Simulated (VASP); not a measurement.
# AgCl (Fm-3m) in VASP: a series of runs

The runs below take AgCl through electric field gradients, with LDA, PBEsol.

All numbers are computed with VASP 6.6.1; they aren't measurements. Logs are shortened: lines on timing, memory, paths and dates and some standing lists are left out, and cuts for length are marked.

### 1 The cell of the first run

It takes space group Fm-3m (No. 225, cubic). Conventional cell: a = 5.470 Å, b = 5.470 Å, c = 5.470 Å, α = 90.00°, β = 90.00°, γ = 90.00°. Within 3.6 Å of Ag (site symmetry m-3m) lie 6 Cl at 2.74 Å. Cl (site symmetry m-3m) has 6 Ag at 2.74 Å within 3.6 Å.

### 2 Electric field gradients, LDA (20.46 Å³/atom)

The input, INCAR:

```
SYSTEM = AgCl
ALGO = Normal
EDIFF = 1E-8
ENCUT = 520
GGA = CA
ISIF = 2
ISMEAR = -1
LASPH = .True.
LCHARG = .False.
LEFG = .True.
LREAL = .False.
LWAVE = .False.
NBANDS = 16
NELM = 60
PREC = Accurate
SIGMA = 0.01
```

The input, KPOINTS:

```
k-points
0
Gamma
  9 9 9
  0 0 0
```

The input, POSCAR:

```
AgCl
1.0
    0.0000000000      2.7351899843      2.7351899843
    2.7351899843      0.0000000000      2.7351899843
    2.7351899843      2.7351899843      0.0000000000
Ag Cl
1 1
Direct
    0.0000000000      0.0000000000      0.0000000000
    0.5000000000      0.5000000000      0.5000000000
```

Potentials or basis: VASP PAW LDA potentials, release 64 (Ag, Cl).

Run with:

```sh
$ cat potpaw_LDA.64/Ag/POTCAR potpaw_LDA.64/Cl/POTCAR > POTCAR
$ mpirun -np 1 vasp_std > vasp.out
```

OUTCAR:

```text
SYSTEM = AgCl
   EDIFF = 1E-8
   ENCUT = 520
   GGA = CA
   ISIF = 2
   ISMEAR = -1
   LASPH = .True.
   LREAL = .False.
   NELM = 60
   PREC = Accurate

 ion  position               nearest neighbor table
   1  0.000  0.000  0.000-   2 2.74   2 2.74   2 2.74   2 2.74   2 2.74   2 2.74
   2  0.500  0.500  0.500-   1 2.74   1 2.74   1 2.74   1 2.74   1 2.74   1 2.74

  LATTYP: Found a face centered cubic cell.
 ALAT       =     5.4703799686

  Lattice vectors:

 A1 = (   0.0000000000,   2.7351899843,   2.7351899843)
 A2 = (   2.7351899843,   0.0000000000,   2.7351899843)
 A3 = (   2.7351899843,   2.7351899843,   0.0000000000)

Analysis of symmetry for initial positions (statically):
=====================================================================
 Subroutine PRICEL returns:
 Original cell was already a primitive cell.

 Routine SETGRP: Setting up the symmetry group for a
 face centered cubic supercell.

 Subroutine GETGRP returns: Found 48 space group operations
 (whereof 48 operations were pure point group operations)
 out of a pool of 48 trial point group operations.

The static configuration has the point symmetry O_h .

Analysis of symmetry for dynamics (positions and initial velocities):
=====================================================================
 Subroutine PRICEL returns:
 Original cell was already a primitive cell.

 Routine SETGRP: Setting up the symmetry group for a
 face centered cubic supercell.

 Subroutine GETGRP returns: Found 48 space group operations
 (whereof 48 operations were pure point group operations)
 out of a pool of 48 trial point group operations.

The dynamic configuration has the point symmetry O_h .

 Subroutine INISYM returns: Found 48 space group operations
 (whereof 48 operations are pure point group operations),
 and found     1 'primitive' translations

----------------------------------------------------------------------------------------

                                     Primitive cell

  volume of cell :      40.9254

  direct lattice vectors                    reciprocal lattice vectors
     0.000000000  2.735189984  2.735189984    -0.182802658  0.182802658  0.182802658
     2.735189984  0.000000000  2.735189984     0.182802658 -0.182802658  0.182802658
     2.735189984  2.735189984  0.000000000     0.182802658  0.182802658 -0.182802658

  length of vectors
     3.868142771  3.868142771  3.868142771     0.316623492  0.316623492  0.316623492

  position of ions in fractional coordinates (direct lattice)
     0.000000000  0.000000000  0.000000000
     0.500000000  0.500000000  0.500000000

  ion indices of the primitive-cell ions
   primitive index   ion index
                 1           1
                 2           2

----------------------------------------------------------------------------------------

 KPOINTS: k-points

Automatic generation of k-mesh.
 Grid dimensions read from file:
 generate k-points for:    9    9    9

 Generating k-lattice:

  Cartesian coordinates                     Fractional coordinates (reciprocal lattice)
    -0.020311406  0.020311406  0.020311406     0.111111111  0.000000000  0.000000000
     0.020311406 -0.020311406  0.020311406     0.000000000  0.111111111  0.000000000
     0.020311406  0.020311406 -0.020311406     0.000000000  0.000000000  0.111111111

  Length of vectors
     0.035180388  0.035180388  0.035180388

  Shift w.r.t. Gamma in fractional coordinates (k-lattice)
     0.000000000  0.000000000  0.000000000

 Subroutine IBZKPT returns following result:
 ===========================================

 Found     35 irreducible k-points:

 Following reciprocal coordinates:
            Coordinates               Weight
  0.000000  0.000000  0.000000      1.000000
  0.111111  0.000000  0.000000      8.000000
  0.222222  0.000000  0.000000      8.000000
  0.333333  0.000000  0.000000      8.000000
  0.444444  0.000000  0.000000      8.000000
  0.111111  0.111111  0.000000      6.000000
[... 16 lines left out ...]
 -0.333333  0.333333  0.000000     12.000000
  0.444444  0.444444  0.000000      6.000000
 [... further k-points ...]
   k-points           NKPTS =     35   k-points in BZ     NKDIM =     35   number of bands    NBANDS=     16
   number of dos      NEDOS =    301   number of ions     NIONS =      2
   total plane-waves  NPLWV =  27000
   dimension x,y,z NGX =    30 NGY =   30 NGZ =   30
   dimension x,y,z NGXF=    60 NGYF=   60 NGZF=   60
   ions per type =               1   1
   NGX,Y,Z   is equivalent  to a cutoff of  12.89, 12.89, 12.89 a.u.
   NGXF,Y,Z  is equivalent  to a cutoff of  25.79, 25.79, 25.79 a.u.
 SYSTEM =  AgCl
   PREC   = accura    normal or accurate (medium, high low for compatibility)
   ISTART =      0    job   : 0-new  1-cont  2-samecut
   ICHARG =      2    charge: 1-file 2-atom 10-const
   ISPIN  =      1    spin polarized calculation?
   LNONCOLLINEAR =      F non collinear calculations
   LSORBIT =      F    spin-orbit coupling
   LASPH  =      T    aspherical Exc in radial PAW
   ENCUT  =  520.0 eV  38.22 Ry    6.18 a.u.   7.19  7.19  7.19*2*pi/ulx,y,z
   NELM   =     60;   NELMIN=  2; NELMDL= -5     # of ELM steps
   EDIFF  = 0.1E-07   stopping-criterion for ELM
   LREAL  =      F    real-space projection
   EDIFFG = 0.1E-06   stopping-criterion for IOM
   NSW    =      0    number of steps for IOM
   IBRION =     -1    ionic relax: 0-MD 1-quasi-New 2-CG
   NFREE  =      0    steps in history (QN), initial steepest desc. (CG)
   ISIF   =      2    stress and relaxation
   ISYM   =      2    0-nonsym 1-usesym 2-fastsym
   POTIM  = 0.5000    time-step for ionic-motion
   TEBEG  =    0.0;   TEEND  =   0.0 temperature during run
   PSTRESS=    0.0 pullay stress
   NELECT =      18.0000    total number of electrons
   NUPDOWN=      -1.0000    fix difference up-down
   EMIN   =  10.00;   EMAX   =-10.00  energy-range for DOS
   EFERMI =   0.00;   METHOD = LEGACY
   ISMEAR =    -1;   SIGMA  =   0.01  broadening in eV -4-tet -1-fermi 0-gaus
   EFERMI_NEDOS =   21; number of points for ismear=-14 and -15
   IALGO  =     38    algorithm
   IMIX   =      4    mixing-type and parameters
     AMIX     =   0.40;   BMIX     =  1.00
     AMIX_MAG =   1.60;   BMIX_MAG =  1.00
  volume/ion in A,a.u.               =      20.46       138.09
  Fermi-wavevector in a.u.,A,eV,Ry     =   1.244997  2.352702 21.089256  1.550017
  Thomas-Fermi vector in A             =   2.379239
   LORBIT       =      0    0 simple, 1 ext, 2 COOP (PROOUT), +10 PAW based schemes
   GGA     = CA    functional components
   LHFCALC =     F    Hartree Fock is set to
   AEXX    =    0.0000 exact exchange contribution
   IVDW    =     0    specifies the selected vdW correction
   LEPSILON=     F    determine dielectric tensor
   LRPA    =     F    only Hartree local field effects (RPA)
 non-spin polarized calculation
  energy-cutoff  :      520.00
  volume of cell :       40.93
 maximum number of plane-waves:      1118
 NGX is ok and might be reduce to    30
   NGX = 15   NGY = 15   NGZ = 15

 number of electron      18.0000002 magnetization

 Free energy of the ion-electron system (eV)
  ---------------------------------------------------
  ext. energy  EPLUGINS =         0.00000000
  ---------------------------------------------------
  free energy    TOTEN  =        -6.76224584 eV

  energy without entropy =       -6.76224584  energy(sigma->0) =       -6.76224584

 E-fermi :   4.3150     XC(G=0): -10.6489

 val. band max:        4.0697198440   @ k =   0.4444   0.0000   0.0000
 cond. band min:       4.7608139154   @ k =   0.0000   0.0000   0.0000
 fundamental gap:      0.6910940714
 Fermi energy:         4.3149528935

 k-point     1 :       0.0000    0.0000    0.0000
  band No.  band energies     occupation
      1     -11.2123      2.00000
      2       1.4218      2.00000
      3       1.4218      2.00000
      4       1.4218      2.00000
      5       1.4631      2.00000
      6       1.4631      2.00000
[... 8 lines left out ...]
     15      17.3661      0.00000
     16      17.3661      0.00000

 k-point     2 :       0.1111    0.0000    0.0000
  band No.  band energies     occupation
      1     -11.1564      2.00000
      2       0.8218      2.00000
      3       0.8462      2.00000
      4       0.8462      2.00000
      5       1.4719      2.00000
      6       1.4719      2.00000
[... 8 lines left out ...]
     15      16.1642      0.00000
     16      16.6353      0.00000

 k-point     3 :       0.2222    0.0000    0.0000
  band No.  band energies     occupation
      1     -11.0092      2.00000
      2      -0.1740      2.00000
      3       0.2751      2.00000
      4       0.2751      2.00000
      5       1.5915      2.00000
      6       1.5915      2.00000
[... 8 lines left out ...]
     15      16.1762      0.00000
     16      16.5686      0.00000

 k-point     4 :       0.3333    0.0000    0.0000
  band No.  band energies     occupation
      1     -10.8309      2.00000
      2      -1.0242      2.00000
      3      -0.1292      2.00000
      4      -0.1292      2.00000
      5       1.7332      2.00000
      6       1.7332      2.00000
[... 8 lines left out ...]
     15      16.8721      0.00000
     16      16.8721      0.00000

 k-point     5 :       0.4444    0.0000    0.0000
  band No.  band energies     occupation
      1     -10.7072      2.00000
      2      -1.5045      2.00000
      3      -0.3381      2.00000
      4      -0.3381      2.00000
      5       1.8292      2.00000
      6       1.8292      2.00000
[... 8 lines left out ...]
     15      17.6344      0.00000
     16      17.6344      0.00000

 k-point     6 :       0.1111    0.1111    0.0000
  band No.  band energies     occupation
      1     -11.1395      2.00000
      2       0.3296      2.00000
      3       1.1125      2.00000
      4       1.1125      2.00000
      5       1.3764      2.00000
      6       1.4878      2.00000
[... 8 lines left out ...]
     15      17.6110      0.00000
     16      18.0909      0.00000
[... 267 lines left out ...]
 k-point    21 :       0.4444    0.3333    0.0000
  band No.  band energies     occupation
      1     -10.7130      2.00000
      2      -0.7697      2.00000
      3       0.3621      2.00000
      4       0.5064      2.00000
      5       1.3007      2.00000
      6       1.8608      2.00000
[... 8 lines left out ...]
     15      19.2574      0.00000
     16      19.7960      0.00000

 k-point    22 :      -0.4444    0.3333    0.0000
  band No.  band energies     occupation
      1     -10.6575      2.00000
      2      -0.6038      2.00000
      3      -0.2298      2.00000
      4       0.1171      2.00000
      5       1.5214      2.00000
      6       1.9210      2.00000
[... 8 lines left out ...]
     15      18.1670      0.00000
     16      19.7682      0.00000

 k-point    23 :      -0.3333    0.3333    0.0000
  band No.  band energies     occupation
      1     -10.6482      2.00000
      2      -0.8241      2.00000
      3      -0.2929      2.00000
      4      -0.1615      2.00000
      5       1.7161      2.00000
      6       1.8596      2.00000
[... 8 lines left out ...]
     15      17.0903      0.00000
     16      20.4476      0.00000

 k-point    24 :       0.4444    0.4444    0.0000
  band No.  band energies     occupation
      1     -10.6890      2.00000
      2      -0.6406      2.00000
      3       0.8163      2.00000
      4       0.8163      2.00000
      5       1.0526      2.00000
      6       1.6711      2.00000
[... 8 lines left out ...]
     15      19.5540      0.00000
     16      19.5541      0.00000

 [... further k-points ...]
[... 5 lines left out ...]
  --------------------------------------------------------------------------------------
  -------------------------------------------------------------------------------------
  Total       -0.9663771     -0.9663771     -0.9663771     -0.0000000      0.0000000      0.0000000
  in kB      -37.8324740    -37.8324740    -37.8324740     -0.0000000      0.0000000      0.0000000
  external PRESSURE =     -37.8324740 kB  Pullay stress =       0.0000000 kB

 VOLUME and BASIS-vectors are now :
 -----------------------------------------------------------------------------
  energy-cutoff  :      520.00
  volume of cell :       40.93
      direct lattice vectors                 reciprocal lattice vectors
     0.000000000  2.735189984  2.735189984    -0.182802658  0.182802658  0.182802658
     2.735189984  0.000000000  2.735189984     0.182802658 -0.182802658  0.182802658
     2.735189984  2.735189984  0.000000000     0.182802658  0.182802658 -0.182802658

 POSITION                                       TOTAL-FORCE (eV/Angst)
 -----------------------------------------------------------------------------------
      0.00000      0.00000      0.00000         0.000000     -0.000000      0.000000
      2.73519      2.73519      2.73519        -0.000000      0.000000     -0.000000
 -----------------------------------------------------------------------------------
    total drift:                               -0.000000      0.000000      0.000000

  FREE ENERGIE OF THE ION-ELECTRON SYSTEM (eV)
  ---------------------------------------------------
  free  energy   TOTEN  =        -6.7622458420 eV

  energy  without entropy=       -6.7622458420  energy(sigma->0) =       -6.76224584

 Electric field gradients (V/A^2)
---------------------------------------------------------------------
 ion       V_xx      V_yy      V_zz      V_xy      V_xz      V_yz
---------------------------------------------------------------------
   1      -0.000    -0.000    -0.000    -0.001    -0.001    -0.001
   2       0.000     0.000     0.000     0.001     0.001     0.001
---------------------------------------------------------------------

 Electric field gradients after diagonalization (V/A^2)
 (convention: |V_zz| > |V_xx| > |V_yy|)
----------------------------------------------------------------------
 ion       V_xx      V_yy      V_zz     asymmetry (V_yy - V_xx)/ V_zz
----------------------------------------------------------------------
   1       0.001     0.001    -0.002       0.000
   2      -0.001    -0.001     0.002       0.000
----------------------------------------------------------------------

           NMR quadrupolar parameters

 Cq : quadrupolar parameter    Cq=e*Q*V_zz/h
 eta: asymmetry parameters     (V_yy - V_xx)/ V_zz
 Q  : nuclear electric quadrupole moment in mb (millibarn)
----------------------------------------------------------------------
 ion       Cq(MHz)       eta       Q (mb)
----------------------------------------------------------------------
   1      -0.000       0.000       1.000
   2       0.000       0.000       1.000
----------------------------------------------------------------------
```

It took 30 s on 1 thread of Intel Xeon 8259CL, shared host; peak memory 0.16 GiB.

What came out:

* Free energy: -6.7622 eV
* Pressure: -3.8 GPa
* Band gap on the k mesh: 0.69 eV (least direct gap 3.07 eV)
* Largest electric field gradient by atom: under 0.05 V/Å² on every atom

Caveat: the cell stands under tension; semilocal functionals underestimate gaps, and a narrow one can read as zero; an odd mesh through Γ misses points on the zone boundary, where band edges can lie.

(Part 1 of 3 ends here.)
